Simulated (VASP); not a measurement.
A run of VASP 6.6.1 is set up as follows.

Contents of INCAR:

```
PREC = Accurate ; ENCUT = 520
EDIFF = 1E-6 ; ISMEAR = -1
SIGMA = 0.1 ; LREAL = F
LASPH = T ; NELM = 80
ALGO = Normal ; ISIF = 2
LWAVE = F ; LCHARG = T
GGA = RP ; LELF = T
LVHAR = T ; NBANDS = 26
```

The input KPOINTS:

```
Automatic mesh
0
Gamma
  8 8 13
```

POSCAR

```
Nb
1.0
    4.7070686017      0.0000000000      0.0000000000
   -2.3535343009      4.0764409864      0.0000000000
    0.0000000000      0.0000000000      2.5905562287
Nb
3
Direct
    0.0000000000      1.0000000000      1.0000000000
    0.3333333333      0.6666666667      0.5000000000
    0.6666666667      0.3333333333      0.5000000000
```

Potentials or basis: VASP PAW PBE potentials, release 64 (Nb_sv).

Run with:

```console
$ cat potpaw_PBE.64/Nb_sv/POTCAR > POTCAR
$ mpirun -np 1 vasp_std > vasp.out
```

**Question.** Estimate the band gap on the k mesh.

**Answer.** Zero (an odd number of electrons rules out a gap without spin polarisation).

**Question.** What does it give for the pressure?

**Answer.** 25.1 GPa.

Stress tensor (GPa, compression positive):
```
24.56  0.00  0.00
 0.00 24.56  0.00
 0.00  0.00 26.21
```

Caveat: the cell stands under pressure; the PAW data sets were made with another functional, which shifts forces and pressure a little.
